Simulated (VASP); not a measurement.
Input of a VASP 6.6.1 run:

Contents of INCAR:

```
ALGO = Normal
EDIFF = 1E-6
ENCUT = 520
GGA = PS
ISIF = 2
ISMEAR = 0
LASPH = T
LCHARG = T
LELF = T
LREAL = F
LVHAR = T
LWAVE = F
NBANDS = 24
NELM = 80
PREC = Accurate
SIGMA = 0.15
```

File KPOINTS:

```
k-points
0
Gamma
  15 15 8
```

File POSCAR:

```
TaN
1.0
    2.9276067472      0.0000000000      0.0000000000
   -1.4638033736      2.5353818154      0.0000000000
    0.0000000000      0.0000000000      5.8600190937
Ta N
2 2
Direct
    0.0000000000      0.0000000000      0.0000000000
    0.0000000000      0.0000000000      0.5000000000
    0.3333333333      0.6666666667      0.2500000000
    0.6666666667      0.3333333333      0.7500000000
```

Potentials or basis: VASP PAW PBE potentials, release 64 (Ta_pv, N).

Run with:

```bash
$ cat potpaw_PBE.64/Ta_pv/POTCAR potpaw_PBE.64/N/POTCAR > POTCAR
$ mpirun -np 1 vasp_std > vasp.out
```

**Question.** What does it give for the band gap on the k mesh?

**Answer.** Zero (band 16 reaches 8.57 eV, above the bottom of band 17 at 7.63 eV).

**Question.** What does it give for the pressure?

**Answer.** -7.5 GPa.

Stress tensor (GPa, compression positive):
```
-9.62  0.00  0.00
 0.00 -9.62  0.00
 0.00  0.00 -3.14
```

Caveat: the PAW data sets were made with another functional, which shifts forces and pressure a little; spin-orbit coupling is left out, which moves the levels of the heavy elements.
